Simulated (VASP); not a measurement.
Write the native input for VASP 6.6.1 that does the following.

- Task: relaxation of cell and atoms
- Functional: PBEsol
- Potentials or basis: VASP PAW PBE potentials, release 64 (Lu, Pd)
- Cutoff: 600 eV
- k mesh: 14 × 14 × 14
- Occupations: fermi-dirac, width 0.1 eV
- Spin: no spin polarisation
- Dipole correction: no
- Further INCAR settings: ALGO = Normal; EDIFF = 1e-07; IBRION = 2; EDIFFG = -0.002; NSW = 100; ISIF = 3

The structure of LuPd lies in POSCAR:

```
LuPd
1.0
    3.4150000000      0.0000000000      0.0000000000
    0.0000000000      3.4150000000      0.0000000000
    0.0000000000      0.0000000000      3.4150000000
Lu Pd
1 1
Direct
    0.0000000000      0.0000000000      0.0000000000
    0.5000000000      0.5000000000      0.5000000000
```

The input as run:

INCAR

```
PREC = Accurate
ENCUT = 600
EDIFF = 1E-7
ISMEAR = -1
SIGMA = 0.1
LREAL = F
LASPH = T
NELM = 80
ALGO = Normal
ISIF = 3
LWAVE = F
LCHARG = F
GGA = PS
IBRION = 2
NSW = 100
EDIFFG = -0.002
```

KPOINTS

```
Automatic mesh
0
Gamma
  14 14 14
```

Potentials or basis: VASP PAW PBE potentials, release 64 (Lu, Pd).

Command:

```bash
$ cat potpaw_PBE.64/Lu/POTCAR potpaw_PBE.64/Pd/POTCAR > POTCAR
$ mpirun -np 1 vasp_std > vasp.out
```

Results of the run:

The relaxed volume is 19.52 Å³/atom and the relaxed cell is a = 3.392 Å, b = 3.392 Å, c = 3.392 Å, α = 90.00°, β = 90.00°, γ = 90.00°. The space group after relaxing (to 0.05 Å) is Pm-3m (No. 221). The energy gained by relaxing is 2.7 meV/atom and the ionic steps are 16. The pressure after relaxing is 0.0 GPa.

Caveat: the PAW data sets were made with another functional, which shifts forces and pressure a little.

Wall time 16 min on 1 thread of Oxide Virtual Turin-like Processor, on a shared host, peak memory 0.25 GiB.
